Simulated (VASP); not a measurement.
# Nb (Im-3m) in VASP: single point with r2SCAN

Aim: the single point of Nb with r2SCAN.

All numbers are computed with VASP 6.6.1; they aren't measurements. Logs are shortened: lines on timing, memory, paths and dates and some standing lists are left out, and cuts for length are marked.

**1. The cell of the first run**

It takes space group Im-3m (No. 229, cubic). Conventional cell: a = 3.305 Å, b = 3.305 Å, c = 3.305 Å, α = 90.00°, β = 90.00°, γ = 90.00°. Nb (site symmetry m-3m) has 14 Nb at 2.86 to 3.30 Å within 3.8 Å.

**2. Single point, r2SCAN**

POSCAR

```
Nb
1.0
    3.3045701205      0.0000000000      0.0000000000
    0.0000000000      3.3045701205      0.0000000000
    0.0000000000      0.0000000000      3.3045701205
Nb
2
Direct
    0.0000000000      0.0000000000      0.0000000000
    0.5000000000      0.5000000000      0.5000000000
```

INCAR.step1

```
PREC = Accurate
ENCUT = 520
ISMEAR = -1
SIGMA = 0.1
LREAL = False
LASPH = True
NELM = 60
NBANDS = 20
GGA = PE
ALGO = Normal
EDIFF = 1E-4
LWAVE = True
LCHARG = False
```

INCAR.step2

```
PREC = Accurate
ENCUT = 520
EDIFF = 1E-6
ISMEAR = -1
SIGMA = 0.1
LREAL = False
LASPH = True
NELM = 60
ALGO = Normal
ISIF = 2
LWAVE = False
LCHARG = False
METAGGA = R2SCAN
LMIXTAU = True
NBANDS = 20
ISTART = 1
```

KPOINTS

```
Automatic mesh
0
Gamma
  14 14 14
```

Potentials or basis: VASP PAW PBE potentials, release 64 (Nb_sv).

Launch:

```console
> cat potpaw_PBE.64/Nb_sv/POTCAR > POTCAR
> cp INCAR.step1 INCAR
> mpirun -np 1 vasp_std > vasp.out
> cp INCAR.step2 INCAR
> mpirun -np 1 vasp_std > vasp.out
```

OUTCAR:

```text
PREC = Accurate
   ENCUT = 520
   EDIFF = 1E-6
   ISMEAR = -1
   LREAL = False
   LASPH = True
   NELM = 60
   ISIF = 2
   METAGGA = R2SCAN
   ISTART = 1

 ion  position               nearest neighbor table
   1  0.000  0.000  0.000-   2 2.86   2 2.86   2 2.86   2 2.86   2 2.86   2 2.86   2 2.86   2 2.86

   2  0.500  0.500  0.500-   1 2.86   1 2.86   1 2.86   1 2.86   1 2.86   1 2.86   1 2.86   1 2.86

  LATTYP: Found a simple cubic cell.
 ALAT       =     3.3045701205

  Lattice vectors:

 A1 = (   3.3045701205,   0.0000000000,   0.0000000000)
 A2 = (   0.0000000000,   3.3045701205,   0.0000000000)
 A3 = (   0.0000000000,   0.0000000000,   3.3045701205)

Analysis of symmetry for initial positions (statically):
=====================================================================
 Subroutine PRICEL returns following result:

  LATTYP: Found a body centered cubic cell.
 ALAT       =     3.3045701205

  Lattice vectors:

 A1 = (   1.6522850602,   1.6522850602,  -1.6522850602)
 A2 = (  -1.6522850602,   1.6522850602,   1.6522850602)
 A3 = (   1.6522850602,  -1.6522850602,   1.6522850602)

   2 primitive cells build up your supercell.

 Routine SETGRP: Setting up the symmetry group for a
 simple cubic supercell.

 Subroutine GETGRP returns: Found 48 space group operations
 (whereof 48 operations were pure point group operations)
 out of a pool of 48 trial point group operations.

The static configuration has the point symmetry O_h .

Analysis of symmetry for dynamics (positions and initial velocities):
=====================================================================
 Subroutine PRICEL returns following result:

  LATTYP: Found a body centered cubic cell.
 ALAT       =     3.3045701205

  Lattice vectors:

 A1 = (   1.6522850602,   1.6522850602,  -1.6522850602)
 A2 = (  -1.6522850602,   1.6522850602,   1.6522850602)
 A3 = (   1.6522850602,  -1.6522850602,   1.6522850602)

   2 primitive cells build up your supercell.

 Routine SETGRP: Setting up the symmetry group for a
 simple cubic supercell.

 Subroutine GETGRP returns: Found 48 space group operations
 (whereof 48 operations were pure point group operations)
 out of a pool of 48 trial point group operations.

The dynamic configuration has the point symmetry O_h .

 Subroutine INISYM returns: Found 48 space group operations
 (whereof 48 operations are pure point group operations),
 and found     2 'primitive' translations

----------------------------------------------------------------------------------------

                                     Primitive cell

  volume of cell :      18.0433

  direct lattice vectors                    reciprocal lattice vectors
     1.652285060  1.652285060 -1.652285060     0.302611221  0.302611221  0.000000000
    -1.652285060  1.652285060  1.652285060     0.000000000  0.302611221  0.302611221
     1.652285060 -1.652285060  1.652285060     0.302611221  0.000000000  0.302611221

  length of vectors
     2.861841673  2.861841673  2.861841673     0.427956893  0.427956893  0.427956893

  position of ions in fractional coordinates (direct lattice)
     0.000000000  0.000000000  0.000000000

  ion indices of the primitive-cell ions
   primitive index   ion index
                 1           1

----------------------------------------------------------------------------------------

 KPOINTS: Automatic mesh

Automatic generation of k-mesh.
 Grid dimensions read from file:
 generate k-points for:   14   14   14

 Generating k-lattice:

  Cartesian coordinates                     Fractional coordinates (reciprocal lattice)
     0.021615087  0.000000000  0.000000000     0.071428571  0.000000000  0.000000000
     0.000000000  0.021615087  0.000000000     0.000000000  0.071428571  0.000000000
     0.000000000  0.000000000  0.021615087     0.000000000  0.000000000  0.071428571

  Length of vectors
     0.021615087  0.021615087  0.021615087

  Shift w.r.t. Gamma in fractional coordinates (k-lattice)
     0.000000000  0.000000000  0.000000000

 Subroutine IBZKPT returns following result:
 ===========================================

 Found    120 irreducible k-points:

 Following reciprocal coordinates:
            Coordinates               Weight
  0.000000  0.000000  0.000000      1.000000
  0.071429  0.000000  0.000000      6.000000
  0.142857  0.000000  0.000000      6.000000
  0.214286  0.000000  0.000000      6.000000
  0.285714  0.000000  0.000000      6.000000
  0.357143  0.000000  0.000000      6.000000
[... 16 lines left out ...]
  0.285714  0.214286  0.000000     24.000000
  0.357143  0.214286  0.000000     24.000000
 [... further k-points ...]
   k-points           NKPTS =    120   k-points in BZ     NKDIM =    120   number of bands    NBANDS=     20
   number of dos      NEDOS =    301   number of ions     NIONS =      2
   total plane-waves  NPLWV =  21952
   dimension x,y,z NGX =    28 NGY =   28 NGZ =   28
   dimension x,y,z NGXF=    56 NGYF=   56 NGZF=   56
   ions per type =               2
   NGX,Y,Z   is equivalent  to a cutoff of  14.09, 14.09, 14.09 a.u.
   NGXF,Y,Z  is equivalent  to a cutoff of  28.17, 28.17, 28.17 a.u.
 SYSTEM =  unknown system
   PREC   = accura    normal or accurate (medium, high low for compatibility)
   ISTART =      1    job   : 0-new  1-cont  2-samecut
   ICHARG =      0    charge: 1-file 2-atom 10-const
   ISPIN  =      1    spin polarized calculation?
   LNONCOLLINEAR =      F non collinear calculations
   LSORBIT =      F    spin-orbit coupling
   LASPH  =      T    aspherical Exc in radial PAW
   ENCUT  =  520.0 eV  38.22 Ry    6.18 a.u.   6.14  6.14  6.14*2*pi/ulx,y,z
   NELM   =     60;   NELMIN=  2; NELMDL=  0     # of ELM steps
   EDIFF  = 0.1E-05   stopping-criterion for ELM
   LREAL  =      F    real-space projection
   EDIFFG = 0.1E-04   stopping-criterion for IOM
   NSW    =      0    number of steps for IOM
   IBRION =     -1    ionic relax: 0-MD 1-quasi-New 2-CG
   NFREE  =      0    steps in history (QN), initial steepest desc. (CG)
   ISIF   =      2    stress and relaxation
   ISYM   =      2    0-nonsym 1-usesym 2-fastsym
   POTIM  = 0.5000    time-step for ionic-motion
   TEBEG  =    0.0;   TEEND  =   0.0 temperature during run
   PSTRESS=    0.0 pullay stress
   NELECT =      26.0000    total number of electrons
   NUPDOWN=      -1.0000    fix difference up-down
   EMIN   =  10.00;   EMAX   =-10.00  energy-range for DOS
   EFERMI =   0.00;   METHOD = LEGACY
   ISMEAR =    -1;   SIGMA  =   0.10  broadening in eV -4-tet -1-fermi 0-gaus
   EFERMI_NEDOS =   21; number of points for ismear=-14 and -15
   IALGO  =     38    algorithm
   IMIX   =      4    mixing-type and parameters
     AMIX     =   0.40;   BMIX     =  1.00
     AMIX_MAG =   1.60;   BMIX_MAG =  1.00
  volume/ion in A,a.u.               =      18.04       121.76
  Fermi-wavevector in a.u.,A,eV,Ry     =   1.467634  2.773425 29.306246  2.153948
  Thomas-Fermi vector in A             =   2.583228
   LORBIT       =      0    0 simple, 1 ext, 2 COOP (PROOUT), +10 PAW based schemes
   METAGGA = R2SCAN    functional components
   LHFCALC =     F    Hartree Fock is set to
   AEXX    =    0.0000 exact exchange contribution
   IVDW    =     0    specifies the selected vdW correction
   LEPSILON=     F    determine dielectric tensor
   LRPA    =     F    only Hartree local field effects (RPA)
 non-spin polarized calculation
  energy-cutoff  :      520.00
  volume of cell :       36.09
 maximum number of plane-waves:       992
 NGX is ok and might be reduce to    28
   NGX = 13   NGY = 13   NGZ = 13

 number of electron      26.0000002 magnetization

 Free energy of the ion-electron system (eV)
  ---------------------------------------------------
  ext. energy  EPLUGINS =         0.00000000
  ---------------------------------------------------
  free energy    TOTEN  =       -49.73194118 eV

  energy without entropy =      -49.63887742  energy(sigma->0) =      -49.68540930

 E-fermi :  11.1308     XC(G=0): -13.6159

 val. band max:       11.1295052518   @ k =   0.4286   0.4286   0.2857
 cond. band min:      11.1513560120   @ k =   0.3571   0.2143   0.0714
 fundamental gap:      0.0218507602
 Fermi energy:        11.1308060856

 k-point     1 :       0.0000    0.0000    0.0000
  band No.  band energies     occupation
      1     -45.0412      2.00000
      2     -44.5889      2.00000
      3     -20.5635      2.00000
      4     -20.5635      2.00000
      5     -20.5635      2.00000
      6     -19.5847      2.00000
[... 12 lines left out ...]
     19      16.9659      0.00000
     20      20.6236      0.00000

 k-point     2 :       0.0714    0.0000    0.0000
  band No.  band energies     occupation
      1     -45.0346      2.00000
      2     -44.5936      2.00000
      3     -20.5653      2.00000
      4     -20.5508      2.00000
      5     -20.5508      2.00000
      6     -19.6123      2.00000
[... 12 lines left out ...]
     19      16.8643      0.00000
     20      20.3360      0.00000

 k-point     3 :       0.1429    0.0000    0.0000
  band No.  band energies     occupation
      1     -45.0155      2.00000
      2     -44.6077      2.00000
      3     -20.5686      2.00000
      4     -20.5135      2.00000
      5     -20.5135      2.00000
      6     -19.6910      2.00000
[... 12 lines left out ...]
     19      16.5741      0.00000
     20      19.6006      0.00000

 k-point     4 :       0.2143    0.0000    0.0000
  band No.  band energies     occupation
      1     -44.9850      2.00000
      2     -44.6309      2.00000
      3     -20.5674      2.00000
      4     -20.4535      2.00000
      5     -20.4535      2.00000
      6     -19.8097      2.00000
[... 429 lines left out ...]
 k-point    23 :       0.2857    0.2143    0.0000
  band No.  band energies     occupation
      1     -44.9063      2.00000
      2     -44.6849      2.00000
      3     -20.7865      2.00000
      4     -20.3318      2.00000
      5     -20.2991      2.00000
      6     -20.0979      2.00000
[... 12 lines left out ...]
     19      17.1852      0.00000
     20      19.1464      0.00000

 k-point    24 :       0.3571    0.2143    0.0000
  band No.  band energies     occupation
      1     -44.8687      2.00000
      2     -44.7145      2.00000
      3     -20.7964      2.00000
      4     -20.4823      2.00000
      5     -20.2229      2.00000
      6     -19.9927      2.00000
[... 12 lines left out ...]
     19      16.8515      0.00000
     20      18.0773      0.00000

 [... further k-points ...]

------------------------ aborting loop because EDIFF is reached ----------------------------------------

  FORCE on cell =-STRESS in cart. coord.  units (eV):
  Direction    XX          YY          ZZ          XY          YZ          ZX
  --------------------------------------------------------------------------------------
  -------------------------------------------------------------------------------------
  Total       -0.0519845     -0.0519845     -0.0519845      0.0000000      0.0000000      0.0000000
  in kB       -2.3080201     -2.3080201     -2.3080201      0.0000000      0.0000000      0.0000000
  external PRESSURE =      -2.3080201 kB  Pullay stress =       0.0000000 kB

 VOLUME and BASIS-vectors are now :
 -----------------------------------------------------------------------------
  energy-cutoff  :      520.00
  volume of cell :       36.09
      direct lattice vectors                 reciprocal lattice vectors
     3.304570121  0.000000000  0.000000000     0.302611221  0.000000000  0.000000000
     0.000000000  3.304570121  0.000000000     0.000000000  0.302611221  0.000000000
     0.000000000  0.000000000  3.304570121     0.000000000  0.000000000  0.302611221

 POSITION                                       TOTAL-FORCE (eV/Angst)
 -----------------------------------------------------------------------------------
      0.00000      0.00000      0.00000         0.000000      0.000000      0.000000
      1.65229      1.65229      1.65229        -0.000000     -0.000000     -0.000000
 -----------------------------------------------------------------------------------
    total drift:                                0.000000      0.000000      0.000000

  FREE ENERGIE OF THE ION-ELECTRON SYSTEM (eV)
  ---------------------------------------------------
  free  energy   TOTEN  =       -49.7319411776 eV

  energy  without entropy=      -49.6388774155  energy(sigma->0) =      -49.68540930
```

Wall time 2.2 min (1 thread of Intel Xeon 6975P-C (Granite Rapids), shared host); peak memory 0.21 GiB.

Results:

| Quantity | Value |
| --- | --- |
| Free energy | -49.7319 eV |
| Pressure | -0.2 GPa |
| Band gap on the k mesh | zero (bands 13 and 14 overlap by 3.53 eV) |

Caveat: the PAW data sets were made with another functional, which shifts forces and pressure a little.
